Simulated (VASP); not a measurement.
# As (R-3m) in VASP: a series of runs

As is run at these levels: r2SCAN; tasks: single point, relaxation of volume and atoms at fixed shape.

Program: VASP 6.6.1. These are calculated values, not measurements. Logs are shortened: lines on timing, memory, paths and dates and some standing lists are left out, and cuts for length are marked.

### Step 1. The cell of the first run

It takes space group R-3m (No. 166, trigonal). Conventional cell: a = 3.767 Å, b = 3.767 Å, c = 10.556 Å, α = 90.00°, β = 90.00°, γ = 120.00°. Within 3.3 Å of As (site symmetry 3m) lie 6 As at 2.51 to 3.14 Å.

### Step 2. Single point, r2SCAN

File POSCAR:

```
As
1.0
    1.8832711433      1.0873072684      3.5186845925
   -1.8832711433      1.0873072684      3.5186845925
    0.0000000000     -2.1746140362      3.5186847472
As
2
Direct
    0.7742583631      0.7742583631      0.7742583631
    0.2257416369      0.2257416369      0.2257416369
```

File INCAR.step1:

```
  PREC = Accurate
  ENCUT = 520
  ISMEAR = -1
  SIGMA = 0.02
  LREAL = F
  LASPH = T
  NELM = 60
  NBANDS = 12
  GGA = PE
  ALGO = Normal
  EDIFF = 1E-4
  LWAVE = T
  LCHARG = F
```

File INCAR.step2:

```
  PREC = Accurate
  ENCUT = 520
  EDIFF = 1E-7
  ISMEAR = -1
  SIGMA = 0.02
  LREAL = F
  LASPH = T
  NELM = 60
  ALGO = Normal
  ISIF = 2
  LWAVE = F
  LCHARG = T
  METAGGA = R2SCAN
  LMIXTAU = T
  LELF = T
  LVHAR = T
  NBANDS = 12
  ISTART = 1
```

File KPOINTS:

```
regular mesh
0
Gamma
  7 7 7
```

Potentials or basis: VASP PAW PBE potentials, release 64 (As).

The run is started by

```bash
$ cat potpaw_PBE.64/As/POTCAR > POTCAR
$ cp INCAR.step1 INCAR
$ mpirun -np 1 vasp_std > vasp.out
$ cp INCAR.step2 INCAR
$ mpirun -np 1 vasp_std > vasp.out
```

OUTCAR:

```text
PREC = Accurate
   ENCUT = 520
   EDIFF = 1E-7
   ISMEAR = -1
   LREAL = F
   LASPH = T
   NELM = 60
   ISIF = 2
   METAGGA = R2SCAN
   ISTART = 1

 ion  position               nearest neighbor table
   1  0.774  0.774  0.774-   2 2.51   2 2.51   2 2.51
   2  0.226  0.226  0.226-   1 2.51   1 2.51   1 2.51

  LATTYP: Found a trigonal (rhomboedric) cell.
 ALAT       =     4.1364342805
 COS(alpha) =     0.5854246824

  Lattice vectors:

 A1 = (   1.8832711433,   1.0873072684,   3.5186845925)
 A2 = (  -1.8832711433,   1.0873072684,   3.5186845925)
 A3 = (   0.0000000000,  -2.1746140362,   3.5186847472)

Analysis of symmetry for initial positions (statically):
=====================================================================
 Subroutine PRICEL returns:
 Original cell was already a primitive cell.

 Routine SETGRP: Setting up the symmetry group for a
 trigonal (rhombohedral) supercell.

 Subroutine GETGRP returns: Found 12 space group operations
 (whereof 12 operations were pure point group operations)
 out of a pool of 12 trial point group operations.

The static configuration has the point symmetry D_3d.

Analysis of symmetry for dynamics (positions and initial velocities):
=====================================================================
 Subroutine PRICEL returns:
 Original cell was already a primitive cell.

 Routine SETGRP: Setting up the symmetry group for a
 trigonal (rhombohedral) supercell.

 Subroutine GETGRP returns: Found 12 space group operations
 (whereof 12 operations were pure point group operations)
 out of a pool of 12 trial point group operations.

The dynamic configuration has the point symmetry D_3d.

 Subroutine INISYM returns: Found 12 space group operations
 (whereof 12 operations are pure point group operations),
 and found     1 'primitive' translations

----------------------------------------------------------------------------------------

                                     Primitive cell

  volume of cell :      43.2311

  direct lattice vectors                    reciprocal lattice vectors
     1.883271143  1.087307268  3.518684593     0.265495493  0.153283899  0.094732362
    -1.883271143  1.087307268  3.518684593    -0.265495493  0.153283899  0.094732362
     0.000000000 -2.174614036  3.518684747     0.000000000 -0.306567784  0.094732384

  length of vectors
     4.136434280  4.136434280  4.136434280     0.320870738  0.320870738  0.320870738

  position of ions in fractional coordinates (direct lattice)
     0.774258363  0.774258363  0.774258363
     0.225741637  0.225741637  0.225741637

  ion indices of the primitive-cell ions
   primitive index   ion index
                 1           1
                 2           2

----------------------------------------------------------------------------------------

 KPOINTS: regular mesh

Automatic generation of k-mesh.
 Grid dimensions read from file:
 generate k-points for:    7    7    7

 Generating k-lattice:

  Cartesian coordinates                     Fractional coordinates (reciprocal lattice)
     0.037927928  0.021897700  0.013533195     0.142857143  0.000000000  0.000000000
    -0.037927928  0.021897700  0.013533195     0.000000000  0.142857143  0.000000000
     0.000000000 -0.043795398  0.013533198     0.000000000  0.000000000  0.142857143

  Length of vectors
     0.045838677  0.045838677  0.045838677

  Shift w.r.t. Gamma in fractional coordinates (k-lattice)
     0.000000000  0.000000000  0.000000000

 Subroutine IBZKPT returns following result:
 ===========================================

 Found     44 irreducible k-points:

 Following reciprocal coordinates:
            Coordinates               Weight
  0.000000  0.000000  0.000000      1.000000
  0.142857 -0.000000  0.000000      6.000000
  0.285714 -0.000000 -0.000000      6.000000
  0.428571 -0.000000 -0.000000      6.000000
  0.142857  0.142857  0.000000      6.000000
  0.285714  0.142857 -0.000000     12.000000
[... 16 lines left out ...]
  0.285714  0.285714  0.142857      6.000000
  0.428571  0.285714  0.142857     12.000000
 [... further k-points ...]
   k-points           NKPTS =     44   k-points in BZ     NKDIM =     44   number of bands    NBANDS=     12
   number of dos      NEDOS =    301   number of ions     NIONS =      2
   total plane-waves  NPLWV =  32768
   dimension x,y,z NGX =    32 NGY =   32 NGZ =   32
   dimension x,y,z NGXF=    64 NGYF=   64 NGZF=   64
   ions per type =               2
   NGX,Y,Z   is equivalent  to a cutoff of  12.86, 12.86, 12.86 a.u.
   NGXF,Y,Z  is equivalent  to a cutoff of  25.72, 25.72, 25.72 a.u.
 SYSTEM =  unknown system
   PREC   = accura    normal or accurate (medium, high low for compatibility)
   ISTART =      1    job   : 0-new  1-cont  2-samecut
   ICHARG =      0    charge: 1-file 2-atom 10-const
   ISPIN  =      1    spin polarized calculation?
   LNONCOLLINEAR =      F non collinear calculations
   LSORBIT =      F    spin-orbit coupling
   LASPH  =      T    aspherical Exc in radial PAW
   ENCUT  =  520.0 eV  38.22 Ry    6.18 a.u.   7.69  7.69  7.69*2*pi/ulx,y,z
   NELM   =     60;   NELMIN=  2; NELMDL=  0     # of ELM steps
   EDIFF  = 0.1E-06   stopping-criterion for ELM
   LREAL  =      F    real-space projection
   EDIFFG = 0.1E-05   stopping-criterion for IOM
   NSW    =      0    number of steps for IOM
   IBRION =     -1    ionic relax: 0-MD 1-quasi-New 2-CG
   NFREE  =      0    steps in history (QN), initial steepest desc. (CG)
   ISIF   =      2    stress and relaxation
   ISYM   =      2    0-nonsym 1-usesym 2-fastsym
   POTIM  = 0.5000    time-step for ionic-motion
   TEBEG  =    0.0;   TEEND  =   0.0 temperature during run
   PSTRESS=    0.0 pullay stress
   NELECT =      10.0000    total number of electrons
   NUPDOWN=      -1.0000    fix difference up-down
   EMIN   =  10.00;   EMAX   =-10.00  energy-range for DOS
   EFERMI =   0.00;   METHOD = LEGACY
   ISMEAR =    -1;   SIGMA  =   0.02  broadening in eV -4-tet -1-fermi 0-gaus
   EFERMI_NEDOS =   21; number of points for ismear=-14 and -15
   IALGO  =     38    algorithm
   IMIX   =      4    mixing-type and parameters
     AMIX     =   0.40;   BMIX     =  1.00
     AMIX_MAG =   1.60;   BMIX_MAG =  1.00
  volume/ion in A,a.u.               =      21.62       145.87
  Fermi-wavevector in a.u.,A,eV,Ry     =   1.004946  1.899072 13.740740  1.009916
  Thomas-Fermi vector in A             =   2.137594
   LORBIT       =      0    0 simple, 1 ext, 2 COOP (PROOUT), +10 PAW based schemes
   METAGGA = R2SCAN    functional components
   LHFCALC =     F    Hartree Fock is set to
   AEXX    =    0.0000 exact exchange contribution
   IVDW    =     0    specifies the selected vdW correction
   LEPSILON=     F    determine dielectric tensor
   LRPA    =     F    only Hartree local field effects (RPA)
 non-spin polarized calculation
  energy-cutoff  :      520.00
  volume of cell :       43.23
 maximum number of plane-waves:      1179
   NGX = 15   NGY = 15   NGZ = 15

 number of electron       9.9999999 magnetization

 Free energy of the ion-electron system (eV)
  ---------------------------------------------------
  ext. energy  EPLUGINS =         0.00000000
  ---------------------------------------------------
  free energy    TOTEN  =       -29.39695318 eV

  energy without entropy =      -29.39598872  energy(sigma->0) =      -29.39647095

 E-fermi :   5.4128     XC(G=0): -10.3824

 val. band max:        5.4092551076   @ k =   0.4286   0.2857   0.2857
 cond. band min:       5.4163897433   @ k =   0.4286  -0.0000  -0.0000
 fundamental gap:      0.0071346357
 Fermi energy:         5.4128224287

 k-point     1 :       0.0000    0.0000    0.0000
  band No.  band energies     occupation
      1     -10.4559      2.00000
      2      -0.6325      2.00000
      3       2.6678      2.00000
      4       3.0336      2.00000
      5       3.0336      2.00000
      6       6.9721      0.00000
      7       8.2874      0.00000
      8       8.2874      0.00000
      9      12.6256      0.00000
     10      12.6256      0.00000
     11      13.2642      0.00000
     12      14.5609      0.00000

 k-point     2 :       0.1429   -0.0000    0.0000
  band No.  band energies     occupation
      1     -10.1710      2.00000
      2      -1.6280      2.00000
      3       2.5557      2.00000
      4       2.8288      2.00000
      5       3.2082      2.00000
      6       7.2487      0.00000
      7       7.9574      0.00000
      8       8.0901      0.00000
      9      11.4621      0.00000
     10      12.3581      0.00000
     11      12.5276      0.00000
     12      16.2340      0.00000

 k-point     3 :       0.2857   -0.0000   -0.0000
  band No.  band energies     occupation
      1      -9.3328      2.00000
      2      -3.6917      2.00000
      3       2.2764      2.00000
      4       2.4464      2.00000
      5       3.9104      2.00000
      6       6.3389      0.00000
      7       7.1434      0.00000
      8       7.4278      0.00000
      9      12.1661      0.00000
     10      12.8680      0.00000
     11      13.9293      0.00000
     12      18.6047      0.00000

 k-point     4 :       0.4286   -0.0000   -0.0000
  band No.  band energies     occupation
      1      -8.0564      2.00000
      2      -5.7508      2.00000
      3       2.1934      2.00000
      4       2.2703      2.00000
      5       4.6133      2.00000
      6       5.4164      0.91105
      7       6.0604      0.00000
      8       6.8999      0.00000
      9      13.7659      0.00000
     10      15.5146      0.00000
     11      16.6087      0.00000
     12      16.6270      0.00000

 k-point     5 :       0.1429    0.1429    0.0000
  band No.  band energies     occupation
      1     -10.1126      2.00000
      2      -1.7390      2.00000
      3       1.9600      2.00000
      4       2.4763      2.00000
      5       4.0736      2.00000
      6       6.8403      0.00000
      7       7.5874      0.00000
      8       8.8663      0.00000
      9      11.5302      0.00000
     10      12.8628      0.00000
     11      13.2693      0.00000
     12      15.2881      0.00000
[... 228 lines left out ...]
      1      -8.2249      2.00000
      2      -5.2575      2.00000
      3       1.7454      2.00000
      4       1.7637      2.00000
      5       2.9744      2.00000
      6       6.6804      0.00000
      7       7.2302      0.00000
      8       7.9119      0.00000
      9      11.5867      0.00000
     10      16.2111      0.00000
     11      16.9073      0.00000
     12      18.2074      0.00000

 k-point    22 :      -0.1429    0.1429    0.1429
  band No.  band energies     occupation
      1      -9.3992      2.00000
      2      -3.2492      2.00000
      3       1.9448      2.00000
      4       2.0383      2.00000
      5       3.1625      2.00000
      6       6.5866      0.00000
      7       7.5000      0.00000
      8       8.7825      0.00000
      9      11.2411      0.00000
     10      13.4900      0.00000
     11      14.2383      0.00000
     12      17.6895      0.00000

 k-point    23 :       0.2857    0.2857    0.1429
  band No.  band energies     occupation
      1      -9.7235      2.00000
      2      -3.0408      2.00000
      3       1.5900      2.00000
      4       2.2943      2.00000
      5       4.5297      2.00000
      6       6.8953      0.00000
      7       7.8149      0.00000
      8       8.5501      0.00000
      9      11.8101      0.00000
     10      13.9598      0.00000
     11      14.8669      0.00000
     12      16.1644      0.00000

 k-point    24 :       0.4286    0.2857    0.1429
  band No.  band energies     occupation
      1      -9.0424      2.00000
      2      -3.8638      2.00000
      3       0.2925      2.00000
      4       1.5985      2.00000
      5       4.1559      2.00000
      6       7.1793      0.00000
      7       8.4193      0.00000
      8       9.4717      0.00000
      9      11.6764      0.00000
     10      14.8275      0.00000
     11      16.1659      0.00000
     12      16.5636      0.00000

 [... further k-points ...]

------------------------ aborting loop because EDIFF is reached ----------------------------------------

  FORCE on cell =-STRESS in cart. coord.  units (eV):
  Direction    XX          YY          ZZ          XY          YZ          ZX
  --------------------------------------------------------------------------------------
  -------------------------------------------------------------------------------------
  Total        0.4248978      0.4248978      0.5266844      0.0000000      0.0000000      0.0000000
  in kB       15.7470191     15.7470191     19.5193046      0.0000000      0.0000002      0.0000000
  external PRESSURE =      17.0044476 kB  Pullay stress =       0.0000000 kB

 VOLUME and BASIS-vectors are now :
 -----------------------------------------------------------------------------
  energy-cutoff  :      520.00
  volume of cell :       43.23
      direct lattice vectors                 reciprocal lattice vectors
     1.883271143  1.087307268  3.518684593     0.265495493  0.153283899  0.094732362
    -1.883271143  1.087307268  3.518684593    -0.265495493  0.153283899  0.094732362
     0.000000000 -2.174614036  3.518684747     0.000000000 -0.306567784  0.094732384

 POSITION                                       TOTAL-FORCE (eV/Angst)
 -----------------------------------------------------------------------------------
      0.00000      0.00000      8.17311         0.000000     -0.000000     -0.179763
      0.00000      0.00000      2.38294         0.000000      0.000000      0.179763
 -----------------------------------------------------------------------------------
    total drift:                                0.000000     -0.000000      0.000000

  FREE ENERGIE OF THE ION-ELECTRON SYSTEM (eV)
  ---------------------------------------------------
  free  energy   TOTEN  =       -29.3969531800 eV

  energy  without entropy=      -29.3959887200  energy(sigma->0) =      -29.39647095
```

Wall time 92 s (1 thread of Intel Xeon 8259CL, shared host); peak memory 0.19 GiB.

Results:

- Free energy: -29.3970 eV
- Pressure: 1.7 GPa
- Largest force: 0.180 eV/Å

Forces on the atoms (eV/Å):
```
As   0.000  0.000 -0.180
As   0.000  0.000  0.180
```

Stress tensor (GPa, compression positive):
```
1.57 0.00 0.00
0.00 1.57 0.00
0.00 0.00 1.95
```

Caveat: the PAW data sets were made with another functional, which shifts forces and pressure a little.

### Step 3. Single point, r2SCAN

This run uses another cell than the first one, of 22.06 Å³/atom.

File POSCAR:

```
As
1.0
    1.8959963343      1.0946541620      3.5424602096
   -1.8959963343      1.0946541620      3.5424602096
    0.0000000000     -2.1893078200      3.5424603654
As
2
Direct
    0.7742583631      0.7742583631      0.7742583631
    0.2257416369      0.2257416369      0.2257416369
```

File INCAR.step1:

```
SYSTEM = As
ALGO = Normal
EDIFF = 1E-4
ENCUT = 520
GGA = PE
ISMEAR = -1
LASPH = .TRUE.
LCHARG = .FALSE.
LREAL = .FALSE.
LWAVE = .TRUE.
NBANDS = 12
NELM = 100
PREC = Accurate
SIGMA = 0.02
```

File INCAR.step2:

```
SYSTEM = As
ALGO = Normal
EDIFF = 1E-7
ENCUT = 520
ISIF = 2
ISMEAR = -1
ISTART = 1
LASPH = .TRUE.
LCHARG = .FALSE.
LMIXTAU = .TRUE.
LREAL = .FALSE.
LWAVE = .FALSE.
METAGGA = R2SCAN
NBANDS = 12
NELM = 100
PREC = Accurate
SIGMA = 0.02
```

File KPOINTS:

```
k-points
0
G
  7 7 7
  0 0 0
```

Potentials or basis: VASP PAW PBE potentials, release 64 (As).

The run is started by

```bash
$ cat potpaw_PBE.64/As/POTCAR > POTCAR
$ cp INCAR.step1 INCAR
$ mpirun -np 1 vasp_std > vasp.out
$ cp INCAR.step2 INCAR
$ mpirun -np 1 vasp_std > vasp.out
```

OUTCAR:

```text
SYSTEM = As
   EDIFF = 1E-7
   ENCUT = 520
   ISIF = 2
   ISMEAR = -1
   ISTART = 1
   LASPH = .TRUE.
   LREAL = .FALSE.
   METAGGA = R2SCAN
   NELM = 100
   PREC = Accurate

 ion  position               nearest neighbor table
   1  0.774  0.774  0.774-   2 2.52   2 2.52   2 2.52
   2  0.226  0.226  0.226-   1 2.52   1 2.52   1 2.52

  LATTYP: Found a trigonal (rhomboedric) cell.
 ALAT       =     4.1643840085
 COS(alpha) =     0.5854246824

  Lattice vectors:

[... 546 lines left out ...]
------------------------ aborting loop because EDIFF is reached ----------------------------------------

  FORCE on cell =-STRESS in cart. coord.  units (eV):
  Direction    XX          YY          ZZ          XY          YZ          ZX
  --------------------------------------------------------------------------------------
  -------------------------------------------------------------------------------------
  Total       -0.0632259     -0.0632259      0.2091151     -0.0000000      0.0000000     -0.0000000
  in kB       -2.2963335     -2.2963335      7.5949598     -0.0000000      0.0000005     -0.0000000
  external PRESSURE =       1.0007643 kB  Pullay stress =       0.0000000 kB

 VOLUME and BASIS-vectors are now :
 -----------------------------------------------------------------------------
  energy-cutoff  :      520.00
  volume of cell :       44.11
      direct lattice vectors                 reciprocal lattice vectors
     1.895996334  1.094654162  3.542460210     0.263713590  0.152255117  0.094096555
    -1.895996334  1.094654162  3.542460210    -0.263713590  0.152255117  0.094096555
     0.000000000 -2.189307820  3.542460365     0.000000000 -0.304510220  0.094096577

 POSITION                                       TOTAL-FORCE (eV/Angst)
 -----------------------------------------------------------------------------------
      0.00000      0.00000      8.22834         0.000000     -0.000000     -0.044322
      0.00000      0.00000      2.39904         0.000000      0.000000      0.044322
 -----------------------------------------------------------------------------------
    total drift:                                0.000000     -0.000000      0.000000

  FREE ENERGIE OF THE ION-ELECTRON SYSTEM (eV)
  ---------------------------------------------------
  free  energy   TOTEN  =       -29.4018866731 eV

  energy  without entropy=      -29.4009171920  energy(sigma->0) =      -29.40140193
```

OSZICAR.step1:

```text
N       E                     dE             d eps       ncg     rms          rms(c)
DAV:   1     0.301009248851E+02    0.30101E+02   -0.41616E+03  1056   0.693E+02
DAV:   2    -0.759698037148E+01   -0.37698E+02   -0.35803E+02  1408   0.113E+02
DAV:   3    -0.935944093178E+01   -0.17625E+01   -0.17413E+01  1344   0.249E+01
DAV:   4    -0.936958294720E+01   -0.10142E-01   -0.10141E-01  1168   0.205E+00
DAV:   5    -0.936960814317E+01   -0.25196E-04   -0.25196E-04  1344   0.115E-01    0.328E+00
DAV:   6    -0.935928367643E+01    0.10324E-01   -0.54792E-03  1176   0.450E-01    0.197E+00
DAV:   7    -0.935401591152E+01    0.52678E-02   -0.12253E-02  1240   0.692E-01    0.861E-02
DAV:   8    -0.935413650232E+01   -0.12059E-03   -0.46792E-04  1248   0.128E-01    0.322E-02
DAV:   9    -0.935418423165E+01   -0.47729E-04   -0.59714E-05   828   0.498E-02
   1 F= -.93541842E+01 E0= -.93537369E+01  d E =-.894739E-03
```

Wall time 2 min (1 thread of Intel Xeon 8259CL, shared host); peak memory 0.19 GiB.

Results:

- Free energy: -29.4019 eV
- Pressure: 0.1 GPa
- Largest force: 0.044 eV/Å
- Band gap on the k mesh: zero (filled and empty bands touch)

Forces in eV/Å, atoms in the order of the input:
```
As   0.000  0.000 -0.044
As   0.000  0.000  0.044
```

Stress tensor (GPa, compression positive):
```
-0.23  0.00  0.00
 0.00 -0.23  0.00
 0.00  0.00  0.76
```

Caveat: the PAW data sets were made with another functional, which shifts forces and pressure a little.

(Continued in part 2 of 2.)
